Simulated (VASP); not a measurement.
# Zn4HSe4 (a cell with a defect) in VASP: further runs, part 2 of 2

VASP 6.6.1.

**3. Single point, PBEsol**

INCAR

```
PREC     = Accurate       # precision mode
ENCUT    = 520            # plane-wave cutoff, eV
EDIFF    = 1E-7           # SCF threshold, eV
ISMEAR   = 0              # smearing method
SIGMA    = 0.05           # smearing width, eV
LREAL    = False          # projectors in reciprocal space
LASPH    = True           # aspherical terms in the spheres
NELM     = 100            # most SCF steps
ALGO     = Normal         # electronic algorithm
ISIF     = 2              # what is computed and relaxed
LWAVE    = False          # write WAVECAR
LCHARG   = False          # write CHGCAR
GGA      = PS             # functional
NBANDS   = 46             # bands
NELECT   = 72.0
```

KPOINTS

```
regular mesh
0
Gamma
  6 6 6
```

POSCAR

```
Zn4HSe4
1.0
   -4.0256375597     -4.0256375597      0.0000000000
   -4.0256375597      4.0256375597      0.0000000000
    4.0256375597      0.0000000000     -5.5406228226
Zn Se H
4 4 1
Direct
    0.5000000000      0.5000000000      0.0000000000
    0.0000000000      0.0000000000      0.0000000000
    0.0000000000      0.5000000000      0.0000000000
    0.5000000000      0.0000000000      0.0000000000
    0.1161581573      0.6161581573      0.7323163146
    0.6161581573      0.1161581573      0.7323163146
    0.8838418427      0.8838418427      0.2676836854
    0.3838418427      0.3838418427      0.2676836854
    0.1249704377      0.1249704377     -0.2530638870
```

Potentials or basis: VASP PAW PBE potentials, release 64 (Zn, Se, H).

Command:

```
cat potpaw_PBE.64/Zn/POTCAR potpaw_PBE.64/Se/POTCAR potpaw_PBE.64/H/POTCAR > POTCAR
mpirun -np 1 vasp_std > vasp.out
```

OUTCAR:

```text
PREC = Accurate
   ENCUT = 520
   EDIFF = 1E-7
   ISMEAR = 0
   LREAL = False
   LASPH = True
   NELM = 100
   ISIF = 2
   GGA = PS
   NELECT = 72.0

 ion  position               nearest neighbor table
   1  0.500  0.500  0.000-   5 2.50   6 2.50   7 2.50   8 2.50   3 2.85   4 2.85   4 2.85   3 2.85

   2  0.000  0.000  0.000-   5 2.50   6 2.50   7 2.50   8 2.50   3 2.85   4 2.85   3 2.85   4 2.85

   3  0.000  0.500  0.000-   5 2.50   6 2.50   7 2.50   8 2.50   1 2.85   2 2.85   2 2.85   1 2.85

   4  0.500  0.000  0.000-   5 2.50   6 2.50   7 2.50   8 2.50   1 2.85   2 2.85   1 2.85   2 2.85

   5  0.116  0.616  0.732-   1 2.50   2 2.50   3 2.50   4 2.50
   6  0.616  0.116  0.732-   1 2.50   2 2.50   3 2.50   4 2.50
   7  0.884  0.884  0.268-   1 2.50   2 2.50   3 2.50   4 2.50
   8  0.384  0.384  0.268-   1 2.50   2 2.50   3 2.50   4 2.50
   9  0.125  0.125  0.747-

  LATTYP: Found a body centered tetragonal cell.
 ALAT       =     5.6931112341
 C/A-ratio  =     1.9464305526

  Lattice vectors:

 A1 = (   0.0000000000,  -4.0256375597,   5.5406228226)
 A2 = (   0.0000000000,   4.0256375597,   5.5406228226)
 A3 = (  -4.0256375597,   0.0000000000,  -5.5406228226)

Analysis of symmetry for initial positions (statically):
=====================================================================
 Subroutine PRICEL returns:
 Original cell was already a primitive cell.

 Routine SETGRP: Setting up the symmetry group for a
 body centered tetragonal supercell.

 Subroutine GETGRP returns: Found  2 space group operations
 (whereof  2 operations were pure point group operations)
 out of a pool of 16 trial point group operations.

The static configuration has the point symmetry C_1h.

Analysis of symmetry for dynamics (positions and initial velocities):
=====================================================================
[... 143 lines left out ...]
     AMIX     =   0.40;   BMIX     =  1.00
     AMIX_MAG =   1.60;   BMIX_MAG =  1.00
  volume/ion in A,a.u.               =      19.95       134.65
  Fermi-wavevector in a.u.,A,eV,Ry     =   1.207164  2.281210 19.827028  1.457245
  Thomas-Fermi vector in A             =   2.342810
   LORBIT       =      0    0 simple, 1 ext, 2 COOP (PROOUT), +10 PAW based schemes
   GGA     = PS    functional components
   LHFCALC =     F    Hartree Fock is set to
   AEXX    =    0.0000 exact exchange contribution
   IVDW    =     0    specifies the selected vdW correction
   LEPSILON=     F    determine dielectric tensor
   LRPA    =     F    only Hartree local field effects (RPA)
 non-spin polarized calculation
 Gauss-broadening in eV      SIGMA  =   0.05
  energy-cutoff  :      520.00
  volume of cell :      179.58
 maximum number of plane-waves:      4858
   NGX = 21   NGY = 21   NGZ = 25

 number of electron      71.9999966 magnetization

 Free energy of the ion-electron system (eV)
  ---------------------------------------------------
  ext. energy  EPLUGINS =         0.00000000
  ---------------------------------------------------
  free energy    TOTEN  =       -28.60185791 eV

  energy without entropy =      -28.59819990  energy(sigma->0) =      -28.60002890

 E-fermi :   1.4050     XC(G=0):  -9.6206

 val. band max:        1.3998886445   @ k =   0.0000  -0.1667   0.1667
 cond. band min:       1.4299844598   @ k =   0.1667   0.1667   0.0000
 fundamental gap:      0.0300958153
 Fermi energy:         1.4049991723

 k-point     1 :       0.0000    0.0000    0.0000
  band No.  band energies     occupation
      1     -11.8795      2.00000
      2     -10.7482      2.00000
      3     -10.7311      2.00000
      4     -10.5545      2.00000
      5      -5.4481      2.00000
      6      -5.4480      2.00000
[... 1165 lines left out ...]
     45       7.4239      0.00000
     46       7.7089      0.00000

 [... further k-points ...]
[... 5 lines left out ...]
  --------------------------------------------------------------------------------------
  -------------------------------------------------------------------------------------
  Total       -7.3750435     -7.3765029     -8.5105343      0.0000000      0.0000000     -0.0285149
  in kB      -65.7986891    -65.8117102    -75.9293156      0.0000000      0.0000000     -0.2544045
  external PRESSURE =     -69.1799050 kB  Pullay stress =       0.0000000 kB

 VOLUME and BASIS-vectors are now :
 -----------------------------------------------------------------------------
  energy-cutoff  :      520.00
  volume of cell :      179.58
      direct lattice vectors                 reciprocal lattice vectors
    -4.025637560 -4.025637560  0.000000000    -0.124203929 -0.124203929 -0.090242562
    -4.025637560  4.025637560  0.000000000    -0.124203929  0.124203929 -0.090242562
     4.025637560  0.000000000 -5.540622823     0.000000000  0.000000000 -0.180485125

 POSITION                                       TOTAL-FORCE (eV/Angst)
 -----------------------------------------------------------------------------------
     -4.02564      0.00000      0.00000         0.175642     -0.000000     -0.055484
      0.00000      0.00000      0.00000        -0.169570     -0.000000     -0.057583
     -2.01282      2.01282      0.00000         0.000832     -0.172540     -0.056562
     -2.01282     -2.01282      0.00000         0.000832      0.172540     -0.056562
      0.00000      2.01282     -4.05749         0.003973      0.000281      0.376015
      0.00000     -2.01282     -4.05749         0.003973     -0.000281      0.376015
     -6.03846      0.00000     -1.48313         0.000690     -0.000000     -0.560684
     -2.01282      0.00000     -1.48313         0.002821     -0.000000     -0.327594
      2.00072      0.00000     -4.13849        -0.019193     -0.000000      0.362438
 -----------------------------------------------------------------------------------
    total drift:                               -0.000017     -0.000000      0.000050

  FREE ENERGIE OF THE ION-ELECTRON SYSTEM (eV)
  ---------------------------------------------------
  free  energy   TOTEN  =       -28.6018579052 eV

  energy  without entropy=      -28.5981998973  energy(sigma->0) =      -28.60002890
```

Wall time 13 min (1 thread of Oxide Virtual Turin-like, shared host); peak memory 0.56 GiB.

Results:

- Free energy: -28.6019 eV
- Largest force: 0.561 eV/Å

Forces in eV/Å, atoms in the order of the input:
```
Zn   0.176  0.000 -0.055
Zn  -0.170  0.000 -0.058
Zn   0.001 -0.173 -0.057
Zn   0.001  0.173 -0.057
Se   0.004  0.000  0.376
Se   0.004  0.000  0.376
Se   0.001  0.000 -0.561
Se   0.003  0.000 -0.328
H   -0.019  0.000  0.362
```

Caveat: the cell carries a net charge on a neutralising background, which shifts energy and pressure; the cell is charged against a uniform background, so pressure and absolute levels hang on convention; the PAW data sets were made with another functional, which shifts forces and pressure a little.
